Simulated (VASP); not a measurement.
A run of VASP 6.6.1 is set up as follows.

File INCAR:

```
SYSTEM = MnS
ALGO = Normal
EDIFF = 1E-6
ENCUT = 520
GGA = PS
ISIF = 2
ISMEAR = 1
ISPIN = 2
LASPH = .TRUE.
LCHARG = .TRUE.
LDAU = .TRUE.
LDAUJ = 0 0
LDAUL = 2 -1
LDAUPRINT = 1
LDAUTYPE = 2
LDAUU = 4 0
LELF = .TRUE.
LMAXMIX = 4
LORBIT = 11
LREAL = .FALSE.
LVHAR = .TRUE.
LWAVE = .FALSE.
MAGMOM = 4 0
NBANDS = 20
NELM = 150
PREC = Accurate
SIGMA = 0.05
```

The input KPOINTS:

```
k-points
0
G
  6 6 6
  0 0 0
```

POSCAR

```
MnS
1.0
    0.0000000000      2.8000000000      2.8000000000
    2.8000000000      0.0000000000      2.8000000000
    2.8000000000      2.8000000000      0.0000000000
Mn S
1 1
Direct
    0.0000000000      0.0000000000      0.0000000000
    0.2500000000      0.2500000000      0.2500000000
```

Potentials or basis: VASP PAW PBE potentials, release 64 (Mn_pv, S).

Run with:

```bash
$ cat potpaw_PBE.64/Mn_pv/POTCAR potpaw_PBE.64/S/POTCAR > POTCAR
$ mpirun -np 1 vasp_std > vasp.out
```

**Question.** Estimate the band gap on the k mesh.

**Answer.** 1.03 eV (least direct gap 1.19 eV).

**Question.** Predict the site moments.

**Answer.** Mn +4.57; S +0.03 μB.

Eigenvalues of the final occupation matrices:
| site | spin | trace | eigenvalues |
| --- | --- | --- | --- |
| site 1 d | 1 | 4.68 | 0.93 0.93 0.94 0.94 0.94 |
| site 1 d | 2 | 0.21 | 0.02 0.02 0.06 0.06 0.06 |

Caveat: a cell with one magnetic atom can't hold antiferromagnetic order, which such compounds often take. A k mesh can miss the band edges.
